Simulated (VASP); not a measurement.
# LiF (P6_3mc) in VASP: further runs, part 2 of 2

VASP 6.6.1. Earlier steps stand in the parts before.

## 4. Single point, LDA (volume 10.743 Å^3 an atom, c/a of the conventional cell 1.5009)

Input file INCAR:

```
SYSTEM = LiF
PREC = Accurate
ENCUT = 520
EDIFF = 1E-6
ISMEAR = 0
SIGMA = 0.05
LREAL = .False.
LASPH = .True.
NELM = 80
ALGO = Normal
ISIF = 2
LWAVE = .False.
LCHARG = .False.
NBANDS = 18
```

Input file KPOINTS:

```
regular mesh
0
Gamma
  9 9 6
  0 0 0
```

Input file POSCAR:

```
LiF
1.0
    3.2094779225      0.0000000000      0.0000000000
   -1.6047389613      2.7794894138      0.0000000000
    0.0000000000      0.0000000000      4.8171054139
Li F
2 2
Direct
    0.3333333333      0.6666666667      0.3839784076
    0.6666666667      0.3333333333      0.8839784076
    0.3333333333      0.6666666667      0.9910195924
    0.6666666667      0.3333333333      0.4910195924
```

Potentials or basis: VASP PAW LDA potentials, release 64 (Li_sv, F).

Launch:

```
cat potpaw_LDA.64/Li_sv/POTCAR potpaw_LDA.64/F/POTCAR > POTCAR
mpirun -np 1 vasp_std > vasp.out
```

OUTCAR:

```text
SYSTEM = LiF
   PREC = Accurate
   ENCUT = 520
   EDIFF = 1E-6
   ISMEAR = 0
   LREAL = .False.
   LASPH = .True.
   NELM = 80
   ISIF = 2

 ion  position               nearest neighbor table
   1  0.333  0.667  0.384-   3 1.89   4 1.92   4 1.92   4 1.92
   2  0.667  0.333  0.884-   4 1.89   3 1.92   3 1.92   3 1.92
   3  0.333  0.667  0.991-   1 1.89   2 1.92   2 1.92   2 1.92
   4  0.667  0.333  0.491-   2 1.89   1 1.92   1 1.92   1 1.92

  LATTYP: Found a hexagonal cell.
 ALAT       =     3.2094779225
 C/A-ratio  =     1.5009000000

  Lattice vectors:

 A1 = (   3.2094779225,   0.0000000000,   0.0000000000)
 A2 = (  -1.6047389613,   2.7794894138,   0.0000000000)
 A3 = (   0.0000000000,   0.0000000000,   4.8171054139)

Analysis of symmetry for initial positions (statically):
=====================================================================
 Subroutine PRICEL returns:
 Original cell was already a primitive cell.

 Routine SETGRP: Setting up the symmetry group for a
 hexagonal supercell.

 Subroutine GETGRP returns: Found 12 space group operations
 (whereof  6 operations were pure point group operations)
 out of a pool of 24 trial point group operations.

[... 172 lines left out ...]
 cond. band min:       3.9700142581   @ k =   0.0000   0.0000   0.0000
 fundamental gap:      7.0277215038
 Fermi energy:        -2.8405032280

 k-point     1 :       0.0000    0.0000    0.0000
  band No.  band energies     occupation
      1     -42.6490      2.00000
      2     -42.6108      2.00000
      3     -22.0081      2.00000
      4     -21.7575      2.00000
      5      -5.1498      2.00000
      6      -3.6228      2.00000
[... 481 lines left out ...]
      5      -4.9751      2.00000
      6      -4.2607      2.00000
[... 10 lines left out ...]
     17      14.4756      0.00000
     18      16.5628      0.00000

 [... further k-points ...]

------------------------ aborting loop because EDIFF is reached ----------------------------------------

  FORCE on cell =-STRESS in cart. coord.  units (eV):
  Direction    XX          YY          ZZ          XY          YZ          ZX
  --------------------------------------------------------------------------------------
  -------------------------------------------------------------------------------------
  Total       -2.1443611     -2.1443611     -1.6159109      0.0000000      0.0000000      0.0000000
  in kB      -79.9508228    -79.9508228    -60.2479709      0.0000000      0.0000000      0.0000000
  external PRESSURE =     -73.3832055 kB  Pullay stress =       0.0000000 kB

 VOLUME and BASIS-vectors are now :
 -----------------------------------------------------------------------------
  energy-cutoff  :      520.00
  volume of cell :       42.97
      direct lattice vectors                 reciprocal lattice vectors
     3.209477923  0.000000000  0.000000000     0.311577155  0.179889154  0.000000000
    -1.604738961  2.779489414  0.000000000     0.000000000  0.359778309  0.000000000
     0.000000000  0.000000000  4.817105414     0.000000000  0.000000000  0.207593547

 POSITION                                       TOTAL-FORCE (eV/Angst)
 -----------------------------------------------------------------------------------
     -0.00000      1.85299      1.84966         0.000000     -0.000000      0.023321
      1.60474      0.92650      4.25822        -0.000000      0.000000      0.023321
     -0.00000      1.85299      4.77385         0.000000     -0.000000     -0.023321
      1.60474      0.92650      2.36529        -0.000000      0.000000     -0.023321
 -----------------------------------------------------------------------------------
    total drift:                               -0.000000     -0.000001      0.000607

  FREE ENERGIE OF THE ION-ELECTRON SYSTEM (eV)
  ---------------------------------------------------
  free  energy   TOTEN  =       -20.6621210161 eV

  energy  without entropy=      -20.6621210161  energy(sigma->0) =      -20.66212102
```

OSZICAR:

```text
N       E                     dE             d eps       ncg     rms          rms(c)
DAV:   1     0.117354549803E+03    0.11735E+03   -0.10549E+04  1728   0.118E+03
DAV:   2    -0.117522487898E+02   -0.12911E+03   -0.12634E+03  2010   0.293E+02
DAV:   3    -0.219857807786E+02   -0.10234E+02   -0.10178E+02  3156   0.611E+01
DAV:   4    -0.220890189010E+02   -0.10324E+00   -0.10307E+00  2218   0.739E+00
DAV:   5    -0.220900304303E+02   -0.10115E-02   -0.10111E-02  2156   0.686E-01    0.694E+00
DAV:   6    -0.206999305429E+02    0.13901E+01   -0.37393E+00  1808   0.144E+01    0.233E+00
DAV:   7    -0.206739903272E+02    0.25940E-01   -0.11441E-01  1958   0.236E+00    0.141E+00
DAV:   8    -0.206627099756E+02    0.11280E-01   -0.46294E-02  2326   0.210E+00    0.321E-01
DAV:   9    -0.206618520839E+02    0.85789E-03   -0.53973E-03  2058   0.605E-01    0.911E-02
DAV:  10    -0.206621376889E+02   -0.28561E-03   -0.37948E-04  1880   0.155E-01    0.437E-02
DAV:  11    -0.206621213883E+02    0.16301E-04   -0.39448E-05  2242   0.593E-02    0.844E-03
DAV:  12    -0.206621210161E+02    0.37219E-06   -0.15414E-06  1756   0.123E-02
   1 F= -.20662121E+02 E0= -.20662121E+02  d E =-.372462E-12
```

stdout:

```text
POSCAR found type information on POSCAR LiF
 POSCAR found :  2 types and       4 ions
 scaLAPACK will be used
 LDA part: xc-table for (Slater(with rela. corr.)+CA(PZ))
 , standard interpolation
 POSCAR, INCAR and KPOINTS ok, starting setup
 FFT: planning ... GRIDC
 FFT: planning ... GRID_SOFT
 FFT: planning ... GRID
 WAVECAR not read
 entering main loop
```

Wall time 18 s (1 thread of AMD EPYC 9R45 (Zen 5), shared host); peak memory 0.12 GiB.

What came out:

```yaml
Free_energy: -20.6621 eV
Largest_force: 0.023 eV/Å
Band_gap_on_the_k_mesh: 7.03 eV, direct
```

Forces on the atoms (eV/Å):
```
Li   0.000  0.000  0.023
Li   0.000  0.000  0.023
F    0.000  0.000 -0.023
F    0.000  0.000 -0.023
```

Caveat: the cutoff is under 1.25 times the usual one of these potentials, so pressure, stress and relaxed cells hold a basis-set (Pulay) error. A k mesh can miss the band edges.

## 5. Single point, LDA (volume 10.743 Å^3 an atom, c/a of the conventional cell 1.5751)

Input file INCAR:

```
SYSTEM = LiF
ALGO = Normal ; EDIFF = 1E-6
ENCUT = 520 ; GGA = CA
ISIF = 2 ; ISMEAR = 0
LASPH = .TRUE. ; LCHARG = .FALSE.
LREAL = .FALSE. ; LWAVE = .FALSE.
NBANDS = 18 ; NELM = 100
PREC = Accurate ; SIGMA = 0.05
```

Input file KPOINTS:

```
k-points
0
G
  9 9 6
  0 0 0
```

Input file POSCAR:

```
LiF
1.0
    3.1582676700      0.0000000000      0.0000000000
   -1.5791338350      2.7351400341      0.0000000000
    0.0000000000      0.0000000000      4.9745874069
Li F
2 2
Direct
    0.3333333333      0.6666666667      0.3839784076
    0.6666666667      0.3333333333      0.8839784076
    0.3333333333      0.6666666667      0.9910195924
    0.6666666667      0.3333333333      0.4910195924
```

Potentials or basis: VASP PAW LDA potentials, release 64 (Li_sv, F).

Launch:

```
cat potpaw_LDA.64/Li_sv/POTCAR potpaw_LDA.64/F/POTCAR > POTCAR
mpirun -np 1 vasp_std > vasp.out
```

OUTCAR:

```text
SYSTEM = LiF
   EDIFF = 1E-6
   ENCUT = 520
   GGA = CA
   ISIF = 2
   ISMEAR = 0
   LASPH = .TRUE.
   LREAL = .FALSE.
   NELM = 100
   PREC = Accurate

 ion  position               nearest neighbor table
   1  0.333  0.667  0.384-   4 1.90   4 1.90   4 1.90   3 1.95
   2  0.667  0.333  0.884-   3 1.90   3 1.90   3 1.90   4 1.95
   3  0.333  0.667  0.991-   2 1.90   2 1.90   2 1.90   1 1.95
   4  0.667  0.333  0.491-   1 1.90   1 1.90   1 1.90   2 1.95

  LATTYP: Found a hexagonal cell.
 ALAT       =     3.1582676700
 C/A-ratio  =     1.5751000000

  Lattice vectors:

 A1 = (   3.1582676700,   0.0000000000,   0.0000000000)
 A2 = (  -1.5791338350,   2.7351400341,   0.0000000000)
 A3 = (   0.0000000000,   0.0000000000,   4.9745874069)

Analysis of symmetry for initial positions (statically):
=====================================================================
 Subroutine PRICEL returns:
 Original cell was already a primitive cell.

 Routine SETGRP: Setting up the symmetry group for a
 hexagonal supercell.

 Subroutine GETGRP returns: Found 12 space group operations
 (whereof  6 operations were pure point group operations)
 out of a pool of 24 trial point group operations.

The static configuration has the point symmetry C_3v.
 The point group associated with its full space group is C_6v.

Analysis of symmetry for dynamics (positions and initial velocities):
=====================================================================
 Subroutine PRICEL returns:
 Original cell was already a primitive cell.

 Routine SETGRP: Setting up the symmetry group for a
 hexagonal supercell.

 Subroutine GETGRP returns: Found 12 space group operations
 (whereof  6 operations were pure point group operations)
 out of a pool of 24 trial point group operations.

The dynamic configuration has the point symmetry C_3v.
[... 116 lines left out ...]
   NUPDOWN=      -1.0000    fix difference up-down
   EMIN   =  10.00;   EMAX   =-10.00  energy-range for DOS
   EFERMI =   0.00;   METHOD = LEGACY
   ISMEAR =     0;   SIGMA  =   0.05  broadening in eV -4-tet -1-fermi 0-gaus
   EFERMI_NEDOS =   21; number of points for ismear=-14 and -15
   IALGO  =     38    algorithm
   IMIX   =      4    mixing-type and parameters
     AMIX     =   0.40;   BMIX     =  1.00
     AMIX_MAG =   1.60;   BMIX_MAG =  1.00
  volume/ion in A,a.u.               =      10.74        72.50
  Fermi-wavevector in a.u.,A,eV,Ry     =   1.268692  2.397481 21.899668  1.609580
  Thomas-Fermi vector in A             =   2.401773
   LORBIT       =      0    0 simple, 1 ext, 2 COOP (PROOUT), +10 PAW based schemes
   GGA     = CA    functional components
   LHFCALC =     F    Hartree Fock is set to
   AEXX    =    0.0000 exact exchange contribution
   IVDW    =     0    specifies the selected vdW correction
   LEPSILON=     F    determine dielectric tensor
   LRPA    =     F    only Hartree local field effects (RPA)
 non-spin polarized calculation
 Gauss-broadening in eV      SIGMA  =   0.05
  energy-cutoff  :      520.00
  volume of cell :       42.97
 maximum number of plane-waves:      1182
 NGX is ok and might be reduce to    24
   NGX = 11   NGY = 11   NGZ = 19

 number of electron      19.9999996 magnetization

 Free energy of the ion-electron system (eV)
  ---------------------------------------------------
  ext. energy  EPLUGINS =         0.00000000
  ---------------------------------------------------
  free energy    TOTEN  =       -20.66716396 eV

  energy without entropy =      -20.66716396  energy(sigma->0) =      -20.66716396

 E-fermi :  -2.9017     XC(G=0):  -9.1875

 val. band max:       -3.0988907124   @ k =   0.0000   0.0000   0.0000
 cond. band min:       3.9696354633   @ k =   0.0000   0.0000   0.0000
 fundamental gap:      7.0685261757
 Fermi energy:        -2.9017141288

 k-point     1 :       0.0000    0.0000    0.0000
  band No.  band energies     occupation
      1     -42.6392      2.00000
      2     -42.6066      2.00000
      3     -22.0096      2.00000
      4     -21.7896      2.00000
      5      -5.1459      2.00000
      6      -3.5593      2.00000
[... 481 lines left out ...]
      5      -4.9731      2.00000
      6      -4.2339      2.00000
[... 10 lines left out ...]
     17      14.3511      0.00000
     18      16.6483      0.00000

 [... further k-points ...]
[... 5 lines left out ...]
  --------------------------------------------------------------------------------------
  -------------------------------------------------------------------------------------
  Total       -1.8627743     -1.8627743     -2.0730427      0.0000000      0.0000000      0.0000000
  in kB      -69.4520781    -69.4520781    -77.2917729      0.0000000      0.0000000      0.0000000
  external PRESSURE =     -72.0653097 kB  Pullay stress =       0.0000000 kB

 VOLUME and BASIS-vectors are now :
 -----------------------------------------------------------------------------
  energy-cutoff  :      520.00
  volume of cell :       42.97
      direct lattice vectors                 reciprocal lattice vectors
     3.158267670  0.000000000  0.000000000     0.316629274  0.182805997  0.000000000
    -1.579133835  2.735140034  0.000000000     0.000000000  0.365611993  0.000000000
     0.000000000  0.000000000  4.974587407     0.000000000  0.000000000  0.201021697

 POSITION                                       TOTAL-FORCE (eV/Angst)
 -----------------------------------------------------------------------------------
     -0.00000      1.82343      1.91013         0.000000      0.000000     -0.075508
      1.57913      0.91171      4.39743        -0.000000     -0.000000     -0.075508
     -0.00000      1.82343      4.92991        -0.000000      0.000000      0.075508
      1.57913      0.91171      2.44262         0.000000      0.000000      0.075508
 -----------------------------------------------------------------------------------
    total drift:                               -0.000001     -0.000001      0.000348

  FREE ENERGIE OF THE ION-ELECTRON SYSTEM (eV)
  ---------------------------------------------------
  free  energy   TOTEN  =       -20.6671639616 eV

  energy  without entropy=      -20.6671639616  energy(sigma->0) =      -20.66716396
```

OSZICAR:

```text
N       E                     dE             d eps       ncg     rms          rms(c)
DAV:   1     0.118051542452E+03    0.11805E+03   -0.10749E+04  1728   0.119E+03
DAV:   2    -0.115325685632E+02   -0.12958E+03   -0.12623E+03  1946   0.292E+02
DAV:   3    -0.220115003647E+02   -0.10479E+02   -0.10420E+02  3316   0.618E+01
DAV:   4    -0.220937879383E+02   -0.82288E-01   -0.82160E-01  2180   0.717E+00
DAV:   5    -0.220947550564E+02   -0.96712E-03   -0.96652E-03  2284   0.644E-01    0.695E+00
DAV:   6    -0.207027581211E+02    0.13920E+01   -0.37544E+00  1810   0.144E+01    0.233E+00
DAV:   7    -0.206784152071E+02    0.24343E-01   -0.11800E-01  1940   0.237E+00    0.141E+00
DAV:   8    -0.206678043986E+02    0.10611E-01   -0.46354E-02  2350   0.209E+00    0.323E-01
DAV:   9    -0.206668958612E+02    0.90854E-03   -0.53934E-03  2076   0.607E-01    0.900E-02
DAV:  10    -0.206671781321E+02   -0.28227E-03   -0.36868E-04  1866   0.155E-01    0.405E-02
DAV:  11    -0.206671643800E+02    0.13752E-04   -0.31223E-05  2340   0.532E-02    0.867E-03
DAV:  12    -0.206671639616E+02    0.41848E-06   -0.18977E-06  1678   0.136E-02
   1 F= -.20667164E+02 E0= -.20667164E+02  d E =-.104862E-10
```

stdout:

```text
POSCAR found type information on POSCAR LiF
 POSCAR found :  2 types and       4 ions
 scaLAPACK will be used
 LDA part: xc-table for (Slater(with rela. corr.)+CA(PZ))
 , standard interpolation
 POSCAR, INCAR and KPOINTS ok, starting setup
 FFT: planning ... GRIDC
 FFT: planning ... GRID_SOFT
 FFT: planning ... GRID
 WAVECAR not read
 entering main loop
```

Run time: 19 s. Hardware: 1 thread of AMD EPYC 9R45 (Zen 5), shared host; peak memory 0.12 GiB.

What came out:

```
Free energy            : -20.6672 eV
Largest force          : 0.076 eV/Å
Band gap on the k mesh : 7.07 eV, direct
```

Forces in eV/Å, atoms in the order of the input:
```
Li   0.000  0.000 -0.076
Li   0.000  0.000 -0.076
F    0.000  0.000  0.076
F    0.000  0.000  0.076
```

Caveat: the cutoff is under 1.25 times the usual one of these potentials, so pressure, stress and relaxed cells hold a basis-set (Pulay) error. A k mesh can miss the band edges.

## 6. Single point, LDA (volume 10.743 Å^3 an atom, c/a of the conventional cell 1.4303)

Input file INCAR:

```
SYSTEM = LiF
  PREC = Accurate
  ENCUT = 520
  EDIFF = 1E-6
  ISMEAR = 0
  SIGMA = 0.05
  LREAL = .FALSE.
  LASPH = .TRUE.
  NELM = 80
  ALGO = Normal
  ISIF = 2
  LWAVE = .FALSE.
  LCHARG = .FALSE.
  NBANDS = 18
```

Input file KPOINTS:

```
regular mesh
0
G
  9 9 6
  0 0 0
```

Input file POSCAR:

```
LiF
1.0
    3.2614390407      0.0000000000      0.0000000000
   -1.6307195204      2.8244890622      0.0000000000
    0.0000000000      0.0000000000      4.6648362600
Li F
2 2
Direct
    0.3333333333      0.6666666667      0.3839784076
    0.6666666667      0.3333333333      0.8839784076
    0.3333333333      0.6666666667      0.9910195924
    0.6666666667      0.3333333333      0.4910195924
```

Potentials or basis: VASP PAW LDA potentials, release 64 (Li_sv, F).

Launch:

```
cat potpaw_LDA.64/Li_sv/POTCAR potpaw_LDA.64/F/POTCAR > POTCAR
mpirun -np 1 vasp_std > vasp.out
```

OUTCAR:

```text
SYSTEM = LiF
   PREC = Accurate
   ENCUT = 520
   EDIFF = 1E-6
   ISMEAR = 0
   LREAL = .FALSE.
   LASPH = .TRUE.
   NELM = 80
   ISIF = 2

 ion  position               nearest neighbor table
   1  0.333  0.667  0.384-   3 1.83   4 1.95   4 1.95   4 1.95
   2  0.667  0.333  0.884-   4 1.83   3 1.95   3 1.95   3 1.95
   3  0.333  0.667  0.991-   1 1.83   2 1.95   2 1.95   2 1.95
   4  0.667  0.333  0.491-   2 1.83   1 1.95   1 1.95   1 1.95

  LATTYP: Found a hexagonal cell.
 ALAT       =     3.2614390407
 C/A-ratio  =     1.4303000000

  Lattice vectors:

[... 694 lines left out ...]

 [... further k-points ...]
[... 5 lines left out ...]
  --------------------------------------------------------------------------------------
  -------------------------------------------------------------------------------------
  Total       -2.3647159     -2.3647159     -1.0271948      0.0000000      0.0000000      0.0000000
  in kB      -88.1665771    -88.1665771    -38.2981535      0.0000000      0.0000000      0.0000000
  external PRESSURE =     -71.5437693 kB  Pullay stress =       0.0000000 kB

 VOLUME and BASIS-vectors are now :
 -----------------------------------------------------------------------------
  energy-cutoff  :      520.00
  volume of cell :       42.97
      direct lattice vectors                 reciprocal lattice vectors
     3.261439041  0.000000000  0.000000000     0.306613120  0.177023167  0.000000000
    -1.630719520  2.824489062  0.000000000     0.000000000  0.354046335  0.000000000
     0.000000000  0.000000000  4.664836260     0.000000000  0.000000000  0.214369797

 POSITION                                       TOTAL-FORCE (eV/Angst)
 -----------------------------------------------------------------------------------
     -0.00000      1.88299      1.79120        -0.000000      0.000000      0.177430
      1.63072      0.94150      4.12361         0.000000     -0.000000      0.177430
     -0.00000      1.88299      4.62294         0.000000      0.000000     -0.177430
      1.63072      0.94150      2.29053        -0.000000      0.000000     -0.177430
 -----------------------------------------------------------------------------------
    total drift:                               -0.000000     -0.000000      0.000418

  FREE ENERGIE OF THE ION-ELECTRON SYSTEM (eV)
  ---------------------------------------------------
  free  energy   TOTEN  =       -20.6324106225 eV

  energy  without entropy=      -20.6324106225  energy(sigma->0) =      -20.63241062
```

Wall time 17 s (1 thread of AMD EPYC 9R45 (Zen 5), shared host); peak memory 0.12 GiB.

What came out:

```
Free energy            : -20.6324 eV
Largest force          : 0.177 eV/Å
Band gap on the k mesh : 6.99 eV, direct
```

Forces in eV/Å, atoms in the order of the input:
```
Li   0.000  0.000  0.177
Li   0.000  0.000  0.177
F    0.000  0.000 -0.177
F    0.000  0.000 -0.177
```

Levels at points of the mesh, in eV from the valence-band top:
| k point | band 7 | band 8 | band 9 | band 10 | band 11 | band 12 | band 13 | band 14 |
| --- | --- | --- | --- | --- | --- | --- | --- | --- |
| (0.00, 0.00, 0.00) | -0.65 | -0.24 | -0.24 | 0.00 | 6.99 | 11.65 | 14.60 | 16.74 |
| (0.00, 0.00, 0.50) | -0.44 | -0.44 | -0.44 | -0.44 | 8.76 | 8.76 | 16.96 | 16.96 |

Caveat: the cutoff is under 1.25 times the usual one of these potentials, so pressure, stress and relaxed cells hold a basis-set (Pulay) error. A k mesh can miss the band edges.

## 7. Overview

| cell | gap on the mesh (eV) | largest force (eV/Å) |
| --- | --- | --- |
| a = 3.104, b = 3.104, c = 5.008 Å, angles 90.0, 90.0, 120.0°, 4 atoms | 7.23 | 0.12 |
| a = 3.205, b = 3.205, c = 4.696 Å, angles 90.0, 90.0, 120.0°, 4 atoms | 7.14 | 0.12 |
| a = 3.209, b = 3.209, c = 4.817 Å, angles 90.0, 90.0, 120.0°, 4 atoms | 7.03 | 0.02 |
| a = 3.158, b = 3.158, c = 4.975 Å, angles 90.0, 90.0, 120.0°, 4 atoms | 7.07 | 0.08 |
| a = 3.261, b = 3.261, c = 4.665 Å, angles 90.0, 90.0, 120.0°, 4 atoms | 6.99 | 0.18 |

Alike in all rows: task single point; level LDA; potentials or basis VASP PAW LDA potentials, release 64 (Li_sv, F); no spin polarisation; k mesh 9 × 9 × 6; cutoff (eV) 520; smearing gaussian 0.05 eV.

Caveats: the cutoff is under 1.25 times the usual one of these potentials, so pressure, stress and relaxed cells hold a basis-set (Pulay) error.

Absolute energies hang on the potentials; compare differences alone.
